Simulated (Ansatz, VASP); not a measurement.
# Two plane-wave programs on CoO

The input INCAR:

```
SYSTEM = CoO
PREC = Accurate
ENCUT = 700
EDIFF = 1E-6
ISMEAR = -1
SIGMA = 0.05
LREAL = .False.
LASPH = .True.
NELM = 200
ALGO = Normal
ISIF = 2
LWAVE = .False.
LCHARG = .False.
ISPIN = 2
MAGMOM = 4 0
LORBIT = 11
NUPDOWN = 4.0
LMAXMIX = 4
GGA = PE
NBANDS = 22
GGA_COMPAT = .False.
```

File KPOINTS:

```
Automatic mesh
0
Gamma
  9 9 9
  0 0 0
```

POSCAR

```
CoO
1.0
    0.0000000000      2.1315000000      2.1315000000
    2.1315000000      0.0000000000      2.1315000000
    2.1315000000      2.1315000000      0.0000000000
Co O
1 1
Direct
    0.0000000000      0.0000000000      0.0000000000
    0.5000000000      0.5000000000      0.5000000000
```

input.yaml

```yaml
crystal:
  lattice:
    - [0.0, 2.1315, 2.1315]
    - [2.1315, 0.0, 2.1315]
    - [2.1315, 2.1315, 0.0]
  atoms:
    - { symbol: Co, position: [0.0, 0.0, 0.0], spin: 4.0 }
    - { symbol: O, position: [0.5, 0.5, 0.5] }
hamiltonian:
  xc: pbe
  pseudopotentials: { kind: paw }
magnetization:
  spin_polarized: true
  initial_magnetization: 4.0
  spin_locking: { lock_magnetization: hard }
kpoints:
  mp_grid: { grid: [9, 9, 9] }
scf:
  occupations: { method: fermi_dirac, width: 0.05 }
  lower_state_search: "off"
output:
  forces: true
  stress: true
  eigenvalues: true
```

Alike in both runs: task single point; functional PBE; k mesh 9 × 9 × 9; occupations fermi-dirac, width 0.05 eV; collinear spin; fixed moment 4 μB.

|  | VASP | Ansatz |
| --- | --- | --- |
| version | VASP 6.6.1 | Ansatz 0.2.0 |
| potentials or method | VASP PAW PBE potentials, release 64 (Co_sv, O) | Ansatz PAW |
| plane-wave cutoff (eV) | 700 | 420 |
| valence electrons in the cell | 23 | 23 |

|  | VASP | Ansatz | Ansatz less VASP |
| --- | --- | --- | --- |
| pressure (GPa) | 21.3 | 22.2 | +0.89 |
| net moment per atom (μB) | 2.00 | 2.00 | 0.000 |
| size of the moment on the site where the two differ most (μB) | 2.96 | 2.91 | -0.048 |

Site moments also hang on the region over which each program counts them.
